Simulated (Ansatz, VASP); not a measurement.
## Te in VASP and in Ansatz

```
CELL_PARAMETERS angstrom
4.50592 0.00000 0.00000
-2.25296 3.90224 0.00000
0.00000 0.00000 5.81094
ATOMIC_POSITIONS crystal
Te 0.73827 0.00000 0.33333
Te 0.00000 0.73827 0.66667
Te 0.26173 0.26173 0.00000
```

Alike in both runs: task single point; functional PBEsol; k mesh 9 × 9 × 6; occupations gaussian, width 0.05 eV; no spin polarisation.

|  | VASP | Ansatz |
| --- | --- | --- |
| version | VASP 6.6.1 | Ansatz 0.2.0 |
| potentials or method | VASP PAW PBE potentials, release 64 (Te), cutoff 520 eV | scalar-relativistic, plane waves, PAW |
| valence electrons in the cell | 18 | 48 |

VASP gave:

```
gap on the k mesh at the Fermi level (eV)                     : 0.29
least direct gap on the mesh (eV)                             : 0.29
pressure (GPa)                                                : 0.3
traceless stress, the component that is largest in VASP (GPa) : 0.89
rms of the force components (eV/Å)                            : 0.210
```

Problem. Which values does Ansatz return?

Solution. gap on the k mesh at the Fermi level (eV): 0.31; least direct gap on the mesh (eV): 0.31; pressure (GPa): 0.2; traceless stress, the component that is largest in VASP (GPa): 0.84; rms of the force components (eV/Å): 0.192.

VASP's potentials were made for PBE, not for PBEsol. Atom by atom the forces differ by 0.017 eV/Å (rms over components). VASP's potentials hold 18 valence electrons a cell and Ansatz's 48, so a difference there can come from the potentials and not from the codes.

Neither program's run includes spin-orbit coupling.
